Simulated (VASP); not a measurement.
Crystal: TiC (zincblende type).

```
Ti C
1.0
     0.00000    2.34766    2.34766
     2.34766    0.00000    2.34766
     2.34766    2.34766    0.00000
Ti C
1 1
Direct
  0.00000 0.00000 0.00000
  0.25000 0.25000 0.25000
```

```yaml
Program: VASP 6.6.1
Task: relaxation of cell and atoms
Functional: PBE
Potentials_or_basis: VASP PAW PBE potentials, release 64 (Ti_sv, C)
Cutoff: 600 eV
k_mesh: 15 × 15 × 15
Occupations: fermi-dirac, width 0.05 eV
Spin: no spin polarisation
```

At the start: pressure 3.7 GPa; volume 12.94 Å³/atom.

Problem. How do energy, volume and symmetry change on relaxing?

Solution. Over 3 steps the energy falls by 3.1 meV/atom and the volume is 13.22 Å³/atom (+2.2 %); space group F-43m (No. 216, to 0.1 Å) before and after.

Step by step:
```
step  energy change (eV)  largest force (eV/Å)  pressure (GPa)  volume (Å³)
   1              0.0000                0.0000            3.66        25.88
   2             -0.0003                0.0000           -3.29        27.00
   3             -0.0062                0.0000           -0.03        26.44
```

Final structure:
```
Ti C
1.0
     0.00000    2.36442    2.36442
     2.36442    0.00000    2.36442
     2.36442    2.36442    0.00000
Ti C
1 1
Direct
  0.00000 0.00000 0.00000
  0.25000 0.25000 0.25000
```
